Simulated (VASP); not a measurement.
# KMgF3 (Pm-3m) in VASP: a series of runs, part 2 of 2

VASP 6.6.1. Earlier steps stand in the parts before.

**3. Single point, PBE (10.16 Å³/atom)**

This run uses another cell than the first one, of 10.16 Å³/atom.

The input, INCAR:

```
ALGO = Normal ; EDIFF = 1E-7
ENCUT = 520 ; GGA = PE
ISIF = 2 ; ISMEAR = 0
LASPH = True ; LCHARG = False
LREAL = False ; LWAVE = False
NBANDS = 24 ; NELM = 60
PREC = Accurate ; SIGMA = 0.01
```

The input, KPOINTS:

```
k-points
0
Gamma
  6 6 6
```

The input, POSCAR:

```
KMgF3
1.0
    3.7032807874      0.0000000000      0.0000000000
    0.0000000000      3.7032807874      0.0000000000
    0.0000000000      0.0000000000      3.7032807874
K Mg F
1 1 3
Direct
    0.5000000000      0.5000000000      0.5000000000
    0.0000000000      0.0000000000      0.0000000000
    0.5000000000      0.0000000000      0.0000000000
    0.0000000000      0.5000000000      0.0000000000
    0.0000000000      0.0000000000      0.5000000000
```

Potentials or basis: VASP PAW PBE potentials, release 64 (K_sv, Mg, F).

Started as:

```sh
$ cat potpaw_PBE.64/K_sv/POTCAR potpaw_PBE.64/Mg/POTCAR potpaw_PBE.64/F/POTCAR > POTCAR
$ mpirun -np 1 vasp_std > vasp.out
```

OUTCAR:

```text
EDIFF = 1E-7
   ENCUT = 520
   GGA = PE
   ISIF = 2
   ISMEAR = 0
   LASPH = True
   LREAL = False
   NELM = 60
   PREC = Accurate

 ion  position               nearest neighbor table
   1  0.500  0.500  0.500-   3 2.62   4 2.62   5 2.62   3 2.62   4 2.62   3 2.62   5 2.62   3 2.62
                             4 2.62   5 2.62   4 2.62   5 2.62   2 3.21   2 3.21   2 3.21   2 3.21
   2  0.000  0.000  0.000-   3 1.85   4 1.85   5 1.85   5 1.85   4 1.85   3 1.85   1 3.21   1 3.21
                             1 3.21   1 3.21   1 3.21   1 3.21   1 3.21   1 3.21
   3  0.500  0.000  0.000-   2 1.85   2 1.85   1 2.62   1 2.62   1 2.62   1 2.62
   4  0.000  0.500  0.000-   2 1.85   2 1.85   1 2.62   1 2.62   1 2.62   1 2.62
   5  0.000  0.000  0.500-   2 1.85   2 1.85   1 2.62   1 2.62   1 2.62   1 2.62

  LATTYP: Found a simple cubic cell.
 ALAT       =     3.7032807874

  Lattice vectors:

 A1 = (   3.7032807874,   0.0000000000,   0.0000000000)
 A2 = (   0.0000000000,   3.7032807874,   0.0000000000)
 A3 = (   0.0000000000,   0.0000000000,   3.7032807874)

Analysis of symmetry for initial positions (statically):
=====================================================================
 Subroutine PRICEL returns:
 Original cell was already a primitive cell.

 Routine SETGRP: Setting up the symmetry group for a
 simple cubic supercell.

 Subroutine GETGRP returns: Found 48 space group operations
 (whereof 48 operations were pure point group operations)
 out of a pool of 48 trial point group operations.

The static configuration has the point symmetry O_h .

Analysis of symmetry for dynamics (positions and initial velocities):
=====================================================================
 Subroutine PRICEL returns:
 Original cell was already a primitive cell.

 Routine SETGRP: Setting up the symmetry group for a
 simple cubic supercell.

 Subroutine GETGRP returns: Found 48 space group operations
 (whereof 48 operations were pure point group operations)
 out of a pool of 48 trial point group operations.

The dynamic configuration has the point symmetry O_h .

 Subroutine INISYM returns: Found 48 space group operations
 (whereof 48 operations are pure point group operations),
 and found     1 'primitive' translations

----------------------------------------------------------------------------------------

                                     Primitive cell

  volume of cell :      50.7879

  direct lattice vectors                    reciprocal lattice vectors
     3.703280787  0.000000000  0.000000000     0.270030834  0.000000000  0.000000000
     0.000000000  3.703280787  0.000000000     0.000000000  0.270030834  0.000000000
     0.000000000  0.000000000  3.703280787     0.000000000  0.000000000  0.270030834

  length of vectors
     3.703280787  3.703280787  3.703280787     0.270030834  0.270030834  0.270030834

  position of ions in fractional coordinates (direct lattice)
     0.500000000  0.500000000  0.500000000
     0.000000000  0.000000000  0.000000000
     0.500000000  0.000000000  0.000000000
     0.000000000  0.500000000  0.000000000
     0.000000000  0.000000000  0.500000000

  ion indices of the primitive-cell ions
   primitive index   ion index
[... 29 lines left out ...]

 Found     20 irreducible k-points:

 Following reciprocal coordinates:
            Coordinates               Weight
  0.000000  0.000000  0.000000      1.000000
  0.166667  0.000000  0.000000      6.000000
  0.333333  0.000000  0.000000      6.000000
  0.500000  0.000000  0.000000      3.000000
  0.166667  0.166667  0.000000     12.000000
  0.333333  0.166667  0.000000     24.000000
[... 12 lines left out ...]
  0.500000  0.500000  0.333333      6.000000
  0.500000  0.500000  0.500000      1.000000
   k-points           NKPTS =     20   k-points in BZ     NKDIM =     20   number of bands    NBANDS=     24
   number of dos      NEDOS =    301   number of ions     NIONS =      5
   total plane-waves  NPLWV =  21952
   dimension x,y,z NGX =    28 NGY =   28 NGZ =   28
   dimension x,y,z NGXF=    56 NGYF=   56 NGZF=   56
   ions per type =               1   1   3
   NGX,Y,Z   is equivalent  to a cutoff of  12.57, 12.57, 12.57 a.u.
   NGXF,Y,Z  is equivalent  to a cutoff of  25.14, 25.14, 25.14 a.u.
 SYSTEM =  unknown system
   PREC   = accura    normal or accurate (medium, high low for compatibility)
   ISTART =      0    job   : 0-new  1-cont  2-samecut
   ICHARG =      2    charge: 1-file 2-atom 10-const
   ISPIN  =      1    spin polarized calculation?
   LNONCOLLINEAR =      F non collinear calculations
   LSORBIT =      F    spin-orbit coupling
   LASPH  =      T    aspherical Exc in radial PAW
   ENCUT  =  520.0 eV  38.22 Ry    6.18 a.u.   6.89  6.89  6.89*2*pi/ulx,y,z
   NELM   =     60;   NELMIN=  2; NELMDL= -5     # of ELM steps
   EDIFF  = 0.1E-06   stopping-criterion for ELM
   LREAL  =      F    real-space projection
   EDIFFG = 0.1E-05   stopping-criterion for IOM
   NSW    =      0    number of steps for IOM
   IBRION =     -1    ionic relax: 0-MD 1-quasi-New 2-CG
   NFREE  =      0    steps in history (QN), initial steepest desc. (CG)
   ISIF   =      2    stress and relaxation
   ISYM   =      2    0-nonsym 1-usesym 2-fastsym
   POTIM  = 0.5000    time-step for ionic-motion
   TEBEG  =    0.0;   TEEND  =   0.0 temperature during run
   PSTRESS=    0.0 pullay stress
   NELECT =      32.0000    total number of electrons
   NUPDOWN=      -1.0000    fix difference up-down
   EMIN   =  10.00;   EMAX   =-10.00  energy-range for DOS
   EFERMI =   0.00;   METHOD = LEGACY
   ISMEAR =     0;   SIGMA  =   0.01  broadening in eV -4-tet -1-fermi 0-gaus
   EFERMI_NEDOS =   21; number of points for ismear=-14 and -15
   IALGO  =     38    algorithm
   IMIX   =      4    mixing-type and parameters
     AMIX     =   0.40;   BMIX     =  1.00
     AMIX_MAG =   1.60;   BMIX_MAG =  1.00
  volume/ion in A,a.u.               =      10.16        68.55
  Fermi-wavevector in a.u.,A,eV,Ry     =   1.403476  2.652184 26.799989  1.969744
  Thomas-Fermi vector in A             =   2.526134
   LORBIT       =      0    0 simple, 1 ext, 2 COOP (PROOUT), +10 PAW based schemes
   GGA     = PE    functional components
   LHFCALC =     F    Hartree Fock is set to
   AEXX    =    0.0000 exact exchange contribution
   IVDW    =     0    specifies the selected vdW correction
   LEPSILON=     F    determine dielectric tensor
   LRPA    =     F    only Hartree local field effects (RPA)
 non-spin polarized calculation
 Gauss-broadening in eV      SIGMA  =   0.01
  energy-cutoff  :      520.00
  volume of cell :       50.79
 maximum number of plane-waves:      1406
 NGX is ok and might be reduce to    28
   NGX = 13   NGY = 13   NGZ = 13

 number of electron      31.9999959 magnetization

 Free energy of the ion-electron system (eV)
  ---------------------------------------------------
  ext. energy  EPLUGINS =         0.00000000
  ---------------------------------------------------
  free energy    TOTEN  =       -23.17749772 eV

  energy without entropy =      -23.17749772  energy(sigma->0) =      -23.17749772

 E-fermi :  -0.1769     XC(G=0): -10.8338

 val. band max:       -0.3047477555   @ k =   0.5000   0.5000   0.5000
 cond. band min:       8.9135385086   @ k =   0.0000   0.0000   0.0000
 fundamental gap:      9.2182862641
 Fermi energy:        -0.1769054311

 k-point     1 :       0.0000    0.0000    0.0000
  band No.  band energies     occupation
      1     -25.6369      2.00000
      2     -21.0561      2.00000
      3     -20.1053      2.00000
      4     -20.1053      2.00000
      5      -9.1529      2.00000
      6      -9.1529      2.00000
[... 529 lines left out ...]
     23      17.2998      0.00000
     24      17.2998      0.00000

------------------------ aborting loop because EDIFF is reached ----------------------------------------

  FORCE on cell =-STRESS in cart. coord.  units (eV):
  Direction    XX          YY          ZZ          XY          YZ          ZX
  --------------------------------------------------------------------------------------
  -------------------------------------------------------------------------------------
  Total       10.4077790     10.4077790     10.4077790      0.0000000      0.0000000     -0.0000000
  in kB      328.3286035    328.3286035    328.3286035      0.0000000      0.0000000     -0.0000000
  external PRESSURE =     328.3286035 kB  Pullay stress =       0.0000000 kB

 VOLUME and BASIS-vectors are now :
 -----------------------------------------------------------------------------
  energy-cutoff  :      520.00
  volume of cell :       50.79
      direct lattice vectors                 reciprocal lattice vectors
     3.703280787  0.000000000  0.000000000     0.270030834  0.000000000  0.000000000
     0.000000000  3.703280787  0.000000000     0.000000000  0.270030834  0.000000000
     0.000000000  0.000000000  3.703280787     0.000000000  0.000000000  0.270030834

 POSITION                                       TOTAL-FORCE (eV/Angst)
 -----------------------------------------------------------------------------------
      1.85164      1.85164      1.85164         0.000000      0.000000      0.000000
      0.00000      0.00000      0.00000         0.000000      0.000000      0.000000
      1.85164      0.00000      0.00000         0.000000      0.000000      0.000000
      0.00000      1.85164      0.00000         0.000000      0.000000      0.000000
      0.00000      0.00000      1.85164         0.000000      0.000000      0.000000
 -----------------------------------------------------------------------------------
    total drift:                                0.000000      0.000000     -0.000000

  FREE ENERGIE OF THE ION-ELECTRON SYSTEM (eV)
  ---------------------------------------------------
  free  energy   TOTEN  =       -23.1774977204 eV

  energy  without entropy=      -23.1774977204  energy(sigma->0) =      -23.17749772
```

stdout:

```text
POSCAR found type information on POSCAR K MgF
 POSCAR found :  3 types and       5 ions
 scaLAPACK will be used
 LDA part: xc-table for (Slater+PW92), standard interpolation
 POSCAR, INCAR and KPOINTS ok, starting setup
 FFT: planning ... GRIDC
 FFT: planning ... GRID_SOFT
 FFT: planning ... GRID
 WAVECAR not read
 entering main loop
```

It took 32 s on 1 thread of Intel Xeon 8259CL, shared host; peak memory 0.17 GiB.

What came out:

```yaml
Free_energy: -23.1775 eV
Pressure: 32.8 GPa
Band_gap_on_the_k_mesh: 9.22 eV (least direct gap 9.51 eV)
```

Caveat: the cell stands under pressure. A k mesh can miss the band edges.

**4. Single point, PBE (10.80 Å³/atom)**

This run uses another cell than the first one, of 10.80 Å³/atom.

The input, INCAR:

```
ALGO = Normal ; EDIFF = 1E-7
ENCUT = 520 ; GGA = PE
ISIF = 2 ; ISMEAR = 0
LASPH = True ; LCHARG = True
LELF = True ; LREAL = False
LVHAR = True ; LWAVE = False
NBANDS = 24 ; NELM = 60
PREC = Accurate ; SIGMA = 0.01
```

KPOINTS is that of step 3.

Edit POSCAR of step 3 so:

```diff
@@ -2,5 +2,5 @@
 1.0
-    3.7032807874      0.0000000000      0.0000000000
-    0.0000000000      3.7032807874      0.0000000000
-    0.0000000000      0.0000000000      3.7032807874
+    3.7798164170      0.0000000000      0.0000000000
+    0.0000000000      3.7798164170      0.0000000000
+    0.0000000000      0.0000000000      3.7798164170
 K Mg F
```

Started as:

```sh
$ cat potpaw_PBE.64/K_sv/POTCAR potpaw_PBE.64/Mg/POTCAR potpaw_PBE.64/F/POTCAR > POTCAR
$ mpirun -np 1 vasp_std > vasp.out
```

It took 41 s on 1 thread of Intel Xeon 8259CL, shared host; peak memory 0.17 GiB.

Results (log left out):

| Item | Value |
| --- | --- |
| Free energy | -23.7294 eV |
| Pressure | 22.0 GPa |
| Band gap on the k mesh | 8.63 eV (least direct gap 8.94 eV) |

Levels at points of the mesh, in eV from the valence-band top:
| k point | band 13 | band 14 | band 15 | band 16 | band 17 | band 18 | band 19 | band 20 |
| --- | --- | --- | --- | --- | --- | --- | --- | --- |
| (0.00, 0.00, 0.00) | -0.80 | -0.31 | -0.31 | -0.31 | 8.63 | 10.26 | 10.26 | 12.61 |
| (0.50, 0.00, 0.00) | -1.05 | -1.05 | -0.63 | -0.63 | 11.14 | 11.54 | 12.21 | 13.32 |
| (0.50, 0.50, 0.00) | -1.28 | -1.02 | -1.02 | -0.03 | 11.83 | 12.46 | 13.55 | 13.55 |
| (0.50, 0.50, 0.50) | -1.27 | 0.00 | 0.00 | 0.00 | 11.07 | 11.07 | 11.07 | 14.80 |

Caveat: the cell stands under pressure. A k mesh can miss the band edges.

**5. Summary**

| cell | gap on the mesh (eV) | pressure (GPa) |
| --- | --- | --- |
| a = 3.640 Å, 5 atoms | 9.75 | 44.2 |
| a = 3.703 Å, 5 atoms | 9.22 | 32.8 |
| a = 3.780 Å, 5 atoms | 8.63 | 22.0 |

Alike in all rows: task single point; level PBE; potentials or basis VASP PAW PBE potentials, release 64 (K_sv, Mg, F); no spin polarisation; k mesh 6 × 6 × 6; cutoff (eV) 520; smearing gaussian 0.01 eV.

Caveats: the cell stands under pressure.

Total energies depend on the potentials used, so only differences within one code and one set of settings carry meaning.
